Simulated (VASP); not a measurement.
Wanted: the native input for a VASP 6.6.1 run.

```yaml
Task: single point
Functional: PBE
Potentials_or_basis: VASP PAW PBE potentials, release 64 (Ga_d, As)
Cutoff: 520 eV
k_mesh: 10 × 10 × 10
Occupations: gaussian, width 0.03 eV
Spin: no spin polarisation
Dipole_correction: no
Further_INCAR_settings: ALGO = Normal; EDIFF = 1e-07; NBANDS = 16
```

The structure of GaAs lies in POSCAR:

```
GaAs
1.0
    0.0000000000      2.8726922659      2.8870557272
    2.8726922659      0.0000000000      2.8870557272
    2.8726922659      2.8726922659      0.0000000000
Ga As
1 1
Direct
    0.0000000000      0.0000000000      0.0000000000
    0.7500000000      0.7500000000      0.7500000000
```

This cell differs from its parent crystal: strain +0.0050 x Voigt [0, 0, 1, 0, 0, 0].

The input as run:

INCAR

```
PREC = Accurate ; ENCUT = 520
EDIFF = 1E-7 ; ISMEAR = 0
SIGMA = 0.03 ; LREAL = False
LASPH = True ; NELM = 60
ALGO = Normal ; ISIF = 2
LWAVE = False ; LCHARG = False
GGA = PE ; NBANDS = 16
```

KPOINTS

```
regular mesh
0
Gamma
  10 10 10
```

Potentials or basis: VASP PAW PBE potentials, release 64 (Ga_d, As).

Launch:

```console
$ cat potpaw_PBE.64/Ga_d/POTCAR potpaw_PBE.64/As/POTCAR > POTCAR
$ mpirun -np 1 vasp_std > vasp.out
```

It gave:

```yaml
Pressure: -0.1 GPa
Band_gap_on_the_k_mesh: 0.12 eV, direct
```

Caveat: the cell differs from its parent crystal (strain +0.0050 x Voigt [0, 0, 1, 0, 0, 0]).

Wall time 91 s on 1 thread of Intel Xeon 6975P-C (shared host), peak memory 0.23 GiB.
